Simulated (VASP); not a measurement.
Here is a VASP 6.6.1 calculation.

The input INCAR:

```
ALGO = Fast
EDIFF = 1E-7
EDIFFG = -0.01
ENCUT = 600
GGA = PE
IBRION = 2
ISIF = 4
ISMEAR = 0
IVDW = 12
LASPH = True
LCHARG = False
LREAL = False
LWAVE = False
NELM = 60
NSW = 50
PREC = Accurate
SIGMA = 0.1
```

Contents of KPOINTS:

```
k-points
0
Gamma
  16 12 12
```

The input POSCAR:

```
Be
1.0
    2.4043616557      0.0000000000      0.0000000000
    0.0000000000      3.3334715493      0.0000000000
    0.0000000000      0.0000000000      3.3334715493
Be
4
Direct
    0.7500000000      0.7500000000      0.7500000000
    0.2500000000      0.2500000000      0.7500000000
    0.2500000000      0.7500000000      0.2500000000
    0.7500000000      0.2500000000      0.2500000000
```

Potentials or basis: VASP PAW PBE potentials, release 64 (Be).

Launch:

```bash
$ cat potpaw_PBE.64/Be/POTCAR > POTCAR
$ mpirun -np 1 vasp_std > vasp.out
```

Question: Estimate the band gap on the k mesh.

Answer: Zero (bands 4 and 5 overlap by 3.10 eV).

Question: What does it give for the dispersion energy per atom?

Answer: -0.423 eV.

Final structure:
```
Be
1.0
     2.40436    0.00000    0.00000
     0.00000    3.33347    0.00000
     0.00000    0.00000    3.33347
Be
4
Direct
  0.75000 0.75000 0.75000
  0.25000 0.25000 0.75000
  0.25000 0.75000 0.25000
  0.75000 0.25000 0.25000
```
